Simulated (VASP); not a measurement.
# As (P6_3/mmc) in VASP: further runs

Runs on As. Level: PBEsol. Tasks: single point.

Everything below comes from runs of VASP 6.6.1. Logs are shortened: lines on timing, memory, paths and dates and some standing lists are left out, and cuts for length are marked.

### Step 1. The cell of the first run

Symmetry: P6_3/mmc, No. 194, hexagonal system. The conventional cell has a = 2.894 Å, b = 2.894 Å, c = 9.754 Å, α = 90.00°, β = 90.00°, γ = 120.00°. Within 3.8 Å of As (site symmetry -3m) lie 12 As at 2.89 to 2.96 Å. As (site symmetry -6m2) has 12 As at 2.89 to 2.96 Å within 3.8 Å.

### Step 2. Single point, PBEsol (volume scaled by 0.96)

Contents of INCAR:

```
SYSTEM = As
PREC = Accurate
ENCUT = 520
EDIFF = 1E-7
ISMEAR = -1
SIGMA = 0.1
LREAL = .FALSE.
LASPH = .TRUE.
NELM = 60
ALGO = Normal
ISIF = 2
LWAVE = .FALSE.
LCHARG = .FALSE.
GGA = PS
NBANDS = 18
```

Contents of KPOINTS:

```
regular mesh
0
G
  14 14 4
  0 0 0
```

Contents of POSCAR:

```
As
1.0
    2.8937536216      0.0000000000      0.0000000000
   -1.4468768108      2.5060641486      0.0000000000
    0.0000000000      0.0000000000      9.7536513072
As
4
Direct
    0.0000000000      0.0000000000      1.0000000000
    0.0000000000      0.0000000000      0.5000000000
    0.3333333333      0.6666666667      0.2500000000
    0.6666666667      0.3333333333      0.7500000000
```

Potentials or basis: VASP PAW PBE potentials, release 64 (As).

Command:

```bash
$ cat potpaw_PBE.64/As/POTCAR > POTCAR
$ mpirun -np 1 vasp_std > vasp.out
```

OUTCAR:

```text
SYSTEM = As
   PREC = Accurate
   ENCUT = 520
   EDIFF = 1E-7
   ISMEAR = -1
   LREAL = .FALSE.
   LASPH = .TRUE.
   NELM = 60
   ISIF = 2
   GGA = PS

 ion  position               nearest neighbor table
   1  0.000  0.000  0.000-
   2  0.000  0.000  0.500-
   3  0.333  0.667  0.250-
   4  0.667  0.333  0.750-

  LATTYP: Found a hexagonal cell.
 ALAT       =     2.8937536216
 C/A-ratio  =     3.3705880260

  Lattice vectors:

 A1 = (   2.8937536216,   0.0000000000,   0.0000000000)
 A2 = (  -1.4468768108,   2.5060641486,   0.0000000000)
 A3 = (   0.0000000000,   0.0000000000,   9.7536513072)

Analysis of symmetry for initial positions (statically):
=====================================================================
 Subroutine PRICEL returns:
 Original cell was already a primitive cell.

 Routine SETGRP: Setting up the symmetry group for a
 hexagonal supercell.

 Subroutine GETGRP returns: Found 24 space group operations
 (whereof 12 operations were pure point group operations)
 out of a pool of 24 trial point group operations.

The static configuration has the point symmetry D_3d.
 The point group associated with its full space group is D_6h.

Analysis of symmetry for dynamics (positions and initial velocities):
=====================================================================
 Subroutine PRICEL returns:
 Original cell was already a primitive cell.

 Routine SETGRP: Setting up the symmetry group for a
 hexagonal supercell.

 Subroutine GETGRP returns: Found 24 space group operations
 (whereof 12 operations were pure point group operations)
 out of a pool of 24 trial point group operations.

The dynamic configuration has the point symmetry D_3d.
 The point group associated with its full space group is D_6h.

 Subroutine INISYM returns: Found 24 space group operations
 (whereof 12 operations are pure point group operations),
 and found     1 'primitive' translations

----------------------------------------------------------------------------------------

                                     Primitive cell

  volume of cell :      70.7328

  direct lattice vectors                    reciprocal lattice vectors
     2.893753622  0.000000000  0.000000000     0.345571922  0.199516042  0.000000000
    -1.446876811  2.506064149  0.000000000     0.000000000  0.399032084  0.000000000
     0.000000000  0.000000000  9.753651307     0.000000000  0.000000000  0.102525707

  length of vectors
     2.893753622  2.893753622  9.753651307     0.399032084  0.399032084  0.102525707

  position of ions in fractional coordinates (direct lattice)
     0.000000000  0.000000000  0.000000000
     0.000000000  0.000000000  0.500000000
     0.333333333  0.666666667  0.250000000
     0.666666667  0.333333333  0.750000000

  ion indices of the primitive-cell ions
   primitive index   ion index
                 1           1
                 2           2
                 3           3
                 4           4

----------------------------------------------------------------------------------------

 KPOINTS: regular mesh

Automatic generation of k-mesh.
 Grid dimensions read from file:
 generate k-points for:   14   14    4

 Generating k-lattice:

  Cartesian coordinates                     Fractional coordinates (reciprocal lattice)
     0.024683709  0.014251146  0.000000000     0.071428571  0.000000000  0.000000000
     0.000000000  0.028502292  0.000000000     0.000000000  0.071428571  0.000000000
     0.000000000  0.000000000  0.025631427     0.000000000  0.000000000  0.250000000

  Length of vectors
     0.028502292  0.028502292  0.025631427

  Shift w.r.t. Gamma in fractional coordinates (k-lattice)
     0.000000000  0.000000000  0.000000000

 Subroutine IBZKPT returns following result:
 ===========================================

 Found     72 irreducible k-points:

 Following reciprocal coordinates:
            Coordinates               Weight
  0.000000  0.000000  0.000000      1.000000
  0.071429  0.000000  0.000000      6.000000
  0.142857  0.000000  0.000000      6.000000
  0.214286  0.000000  0.000000      6.000000
  0.285714  0.000000  0.000000      6.000000
  0.357143  0.000000  0.000000      6.000000
[... 16 lines left out ...]
  0.285714  0.285714  0.000000      6.000000
  0.357143  0.285714  0.000000      6.000000
 [... further k-points ...]
   k-points           NKPTS =     72   k-points in BZ     NKDIM =     72   number of bands    NBANDS=     18
   number of dos      NEDOS =    301   number of ions     NIONS =      4
   total plane-waves  NPLWV =  46080
   dimension x,y,z NGX =    24 NGY =   24 NGZ =   80
   dimension x,y,z NGXF=    48 NGYF=   48 NGZF=  160
   ions per type =               4
   NGX,Y,Z   is equivalent  to a cutoff of  13.79, 13.79, 13.64 a.u.
   NGXF,Y,Z  is equivalent  to a cutoff of  27.58, 27.58, 27.27 a.u.
 SYSTEM =  As
   PREC   = accura    normal or accurate (medium, high low for compatibility)
   ISTART =      0    job   : 0-new  1-cont  2-samecut
   ICHARG =      2    charge: 1-file 2-atom 10-const
   ISPIN  =      1    spin polarized calculation?
   LNONCOLLINEAR =      F non collinear calculations
   LSORBIT =      F    spin-orbit coupling
   LASPH  =      T    aspherical Exc in radial PAW
   ENCUT  =  520.0 eV  38.22 Ry    6.18 a.u.   5.38  5.38 18.14*2*pi/ulx,y,z
   NELM   =     60;   NELMIN=  2; NELMDL= -5     # of ELM steps
   EDIFF  = 0.1E-06   stopping-criterion for ELM
   LREAL  =      F    real-space projection
   EDIFFG = 0.1E-05   stopping-criterion for IOM
   NSW    =      0    number of steps for IOM
   IBRION =     -1    ionic relax: 0-MD 1-quasi-New 2-CG
   NFREE  =      0    steps in history (QN), initial steepest desc. (CG)
   ISIF   =      2    stress and relaxation
   ISYM   =      2    0-nonsym 1-usesym 2-fastsym
   POTIM  = 0.5000    time-step for ionic-motion
   TEBEG  =    0.0;   TEEND  =   0.0 temperature during run
   PSTRESS=    0.0 pullay stress
   NELECT =      20.0000    total number of electrons
   NUPDOWN=      -1.0000    fix difference up-down
   EMIN   =  10.00;   EMAX   =-10.00  energy-range for DOS
   EFERMI =   0.00;   METHOD = LEGACY
   ISMEAR =    -1;   SIGMA  =   0.10  broadening in eV -4-tet -1-fermi 0-gaus
   EFERMI_NEDOS =   21; number of points for ismear=-14 and -15
   IALGO  =     38    algorithm
   IMIX   =      4    mixing-type and parameters
     AMIX     =   0.40;   BMIX     =  1.00
     AMIX_MAG =   1.60;   BMIX_MAG =  1.00
  volume/ion in A,a.u.               =      17.68       119.33
  Fermi-wavevector in a.u.,A,eV,Ry     =   1.074512  2.030533 15.708954  1.154576
  Thomas-Fermi vector in A             =   2.210342
   LORBIT       =      0    0 simple, 1 ext, 2 COOP (PROOUT), +10 PAW based schemes
   GGA     = PS    functional components
   LHFCALC =     F    Hartree Fock is set to
   AEXX    =    0.0000 exact exchange contribution
   IVDW    =     0    specifies the selected vdW correction
   LEPSILON=     F    determine dielectric tensor
   LRPA    =     F    only Hartree local field effects (RPA)
 non-spin polarized calculation
  energy-cutoff  :      520.00
  volume of cell :       70.73
 maximum number of plane-waves:      1950
 NGX is ok and might be reduce to    24
   NGX = 11   NGY = 11   NGZ = 37

 number of electron      19.9999998 magnetization

 Free energy of the ion-electron system (eV)
  ---------------------------------------------------
  ext. energy  EPLUGINS =         0.00000000
  ---------------------------------------------------
  free energy    TOTEN  =       -18.64723277 eV

  energy without entropy =      -18.58577495  energy(sigma->0) =      -18.61650386

 E-fermi :   7.3444     XC(G=0): -11.1925

 val. band max:        7.2985196389   @ k =   0.4286   0.0714   0.0000
 cond. band min:       7.3448590154   @ k =   0.1429   0.1429   0.5000
 fundamental gap:      0.0463393765
 Fermi energy:         7.3443806100

 k-point     1 :       0.0000    0.0000    0.0000
  band No.  band energies     occupation
      1      -8.5645      2.00000
      2      -7.0978      2.00000
      3      -7.0826      2.00000
      4      -4.0244      2.00000
      5      -0.1139      2.00000
      6       5.8610      2.00000
[... 10 lines left out ...]
     17      17.8481      0.00000
     18      18.4353      0.00000

 k-point     2 :       0.0714    0.0000    0.0000
  band No.  band energies     occupation
      1      -8.4475      2.00000
      2      -6.9821      2.00000
      3      -6.9669      2.00000
      4      -3.9169      2.00000
      5       0.0051      2.00000
      6       5.9502      2.00000
[... 10 lines left out ...]
     17      17.9084      0.00000
     18      18.5140      0.00000

 k-point     3 :       0.1429    0.0000    0.0000
  band No.  band energies     occupation
      1      -8.0972      2.00000
      2      -6.6363      2.00000
      3      -6.6213      2.00000
      4      -3.5980      2.00000
      5       0.3601      2.00000
      6       6.1868      1.99998
[... 10 lines left out ...]
     17      16.4670      0.00000
     18      17.2945      0.00000

 k-point     4 :       0.2143    0.0000    0.0000
  band No.  band energies     occupation
      1      -7.5166      2.00000
      2      -6.0650      2.00000
      3      -6.0508      2.00000
      4      -3.0820      2.00000
      5       0.9445      2.00000
      6       6.1273      1.99999
[... 10 lines left out ...]
     17      15.1669      0.00000
     18      16.0957      0.00000

 k-point     5 :       0.2857    0.0000    0.0000
  band No.  band energies     occupation
      1      -6.7133      2.00000
      2      -5.2803      2.00000
      3      -5.2681      2.00000
      4      -2.4131      2.00000
      5       1.7371      2.00000
      6       4.0525      2.00000
[... 10 lines left out ...]
     17      14.1605      0.00000
     18      15.2267      0.00000

 k-point     6 :       0.3571    0.0000    0.0000
  band No.  band energies     occupation
      1      -5.7060      2.00000
      2      -4.3152      2.00000
      3      -4.3111      2.00000
      4      -1.7505      2.00000
      5       2.1776      2.00000
      6       2.4867      2.00000
[... 10 lines left out ...]
     17      13.4602      0.00000
     18      14.3966      0.00000

 k-point     7 :       0.4286    0.0000    0.0000
  band No.  band energies     occupation
      1      -4.5548      2.00000
      2      -3.3413      2.00000
      3      -3.2868      2.00000
      4      -1.6250      2.00000
      5       0.8915      2.00000
      6       1.3121      2.00000
[... 10 lines left out ...]
     17      13.0486      0.00000
     18      13.6683      0.00000

 k-point     8 :       0.5000    0.0000    0.0000
  band No.  band energies     occupation
      1      -3.6868      2.00000
      2      -3.0847      2.00000
      3      -2.7052      2.00000
      4      -1.8580      2.00000
      5       0.2038      2.00000
      6       0.5368      2.00000
[... 10 lines left out ...]
     17      12.9126      0.00000
     18      13.3152      0.00000
[... 229 lines left out ...]
     17      14.0858      0.00000
     18      15.2565      0.00000

 k-point    20 :       0.2143    0.2143    0.0000
  band No.  band energies     occupation
      1      -5.4788      2.00000
      2      -4.0948      2.00000
      3      -4.0882      2.00000
      4      -1.5457      2.00000
      5       2.9353      2.00000
      6       3.5276      2.00000
[... 10 lines left out ...]
     17      14.2298      0.00000
     18      17.1911      0.00000

 k-point    21 :       0.2857    0.2143    0.0000
  band No.  band energies     occupation
      1      -4.4119      2.00000
      2      -3.1356      2.00000
      3      -3.1236      2.00000
      4      -1.2193      2.00000
      5       2.1271      2.00000
      6       2.6023      2.00000
[... 10 lines left out ...]
     17      13.8066      0.00000
     18      16.2669      0.00000

 k-point    22 :       0.3571    0.2143    0.0000
  band No.  band energies     occupation
      1      -3.3000      2.00000
      2      -2.4557      2.00000
      3      -2.2917      2.00000
      4      -1.4997      2.00000
      5       1.1744      2.00000
      6       1.5251      2.00000
[... 10 lines left out ...]
     17      14.1535      0.00000
     18      15.1022      0.00000

 k-point    23 :       0.2857    0.2857    0.0000
  band No.  band energies     occupation
      1      -3.3338      2.00000
      2      -2.3235      2.00000
      3      -2.2668      2.00000
      4      -1.3526      2.00000
      5       1.7957      2.00000
      6       2.1863      2.00000
[... 10 lines left out ...]
     17      13.9191      0.00000
     18      15.6086      0.00000

 k-point    24 :       0.3571    0.2857    0.0000
  band No.  band energies     occupation
      1      -2.4782      2.00000
      2      -2.1255      2.00000
      3      -1.8480      2.00000
      4      -1.6913      2.00000
      5       1.6312      2.00000
      6       1.9593      2.00000
[... 10 lines left out ...]
     17      14.5568      0.00000
     18      14.8438      0.00000

 [... further k-points ...]
[... 5 lines left out ...]
  --------------------------------------------------------------------------------------
  -------------------------------------------------------------------------------------
  Total        1.7231382      1.7231382      2.1068174     -0.0000000      0.0000000     -0.0000000
  in kB       39.0310046     39.0310046     47.7217666     -0.0000000      0.0000000     -0.0000000
  external PRESSURE =      41.9279252 kB  Pullay stress =       0.0000000 kB

 VOLUME and BASIS-vectors are now :
 -----------------------------------------------------------------------------
  energy-cutoff  :      520.00
  volume of cell :       70.73
      direct lattice vectors                 reciprocal lattice vectors
     2.893753622  0.000000000  0.000000000     0.345571922  0.199516042  0.000000000
    -1.446876811  2.506064149  0.000000000     0.000000000  0.399032084  0.000000000
     0.000000000  0.000000000  9.753651307     0.000000000  0.000000000  0.102525707

 POSITION                                       TOTAL-FORCE (eV/Angst)
 -----------------------------------------------------------------------------------
      0.00000      0.00000      0.00000        -0.000000     -0.000000     -0.000000
      0.00000      0.00000      4.87683        -0.000000     -0.000000     -0.000000
     -0.00000      1.67071      2.43841        -0.000000      0.000000     -0.000000
      1.44688      0.83535      7.31524         0.000000     -0.000000      0.000000
 -----------------------------------------------------------------------------------
    total drift:                               -0.000000      0.000000      0.000000

  FREE ENERGIE OF THE ION-ELECTRON SYSTEM (eV)
  ---------------------------------------------------
  free  energy   TOTEN  =       -18.6472327675 eV

  energy  without entropy=      -18.5857749500  energy(sigma->0) =      -18.61650386
```

Wall time 30 s (1 thread of Intel Xeon 6975P-C (Granite Rapids), shared host); peak memory 0.23 GiB.

Results:

* Free energy: -18.6472 eV
* Pressure: 4.2 GPa
* Band gap on the k mesh: zero (band 10 reaches 12.84 eV, above the bottom of band 11 at 4.42 eV)

Caveat: the cell differs from its parent crystal (volume scaled by 0.96); the PAW data sets were made with another functional, which shifts forces and pressure a little.

### Step 3. Single point, PBEsol

This run uses another cell than the first one, of 18.42 Å³/atom, 1.042 times its volume.

Contents of INCAR:

```
PREC = Accurate
ENCUT = 520
EDIFF = 1E-6
ISMEAR = -1
SIGMA = 0.1
LREAL = False
LASPH = True
NELM = 60
ALGO = Normal
ISIF = 2
LWAVE = False
LCHARG = False
GGA = PS
NBANDS = 18
```

Contents of KPOINTS:

```
regular mesh
0
Gamma
  14 14 4
```

Contents of POSCAR:

```
As
1.0
    2.9333990087      0.0000000000      0.0000000000
   -1.4666995043      2.5403980610      0.0000000000
    0.0000000000      0.0000000000      9.8872795742
As
4
Direct
    0.0000000000      0.0000000000      1.0000000000
    0.0000000000      0.0000000000      0.5000000000
    0.3333333333      0.6666666667      0.2500000000
    0.6666666667      0.3333333333      0.7500000000
```

Potentials or basis: VASP PAW PBE potentials, release 64 (As).

Command:

```bash
$ cat potpaw_PBE.64/As/POTCAR > POTCAR
$ mpirun -np 1 vasp_std > vasp.out
```

Run time: 24 s. Hardware: 1 thread of Intel Xeon 6975P-C (Granite Rapids), shared host; peak memory 0.23 GiB.

Results (log left out):

```
Free energy            : -18.6849 eV
Pressure               : 0.0 GPa
Band gap on the k mesh : zero (band 10 reaches 12.07 eV, above the bottom of band 11 at 4.07 eV)
```

Stress tensor (GPa, compression positive):
```
-0.28  0.00  0.00
 0.00 -0.28  0.00
 0.00  0.00  0.67
```

Levels at points of the mesh, in eV from the Fermi level:
```tsv
k point	band 7	band 8	band 9	band 10	band 11	band 12	band 13	band 14
(0.00, 0.00, 0.00)	-1.45	4.54	4.54	5.22	5.22	5.30	5.30	5.53
(0.50, 0.00, 0.00)	-4.82	-4.29	-2.16	-1.25	0.80	1.88	2.08	2.10
(0.00, 0.00, 0.50)	2.78	2.78	4.74	4.74	4.74	4.74	5.87	5.87
(0.50, 0.00, 0.50)	-5.39	-5.39	-0.58	-0.58	1.13	1.13	1.13	1.13
```

Caveat: the PAW data sets were made with another functional, which shifts forces and pressure a little.
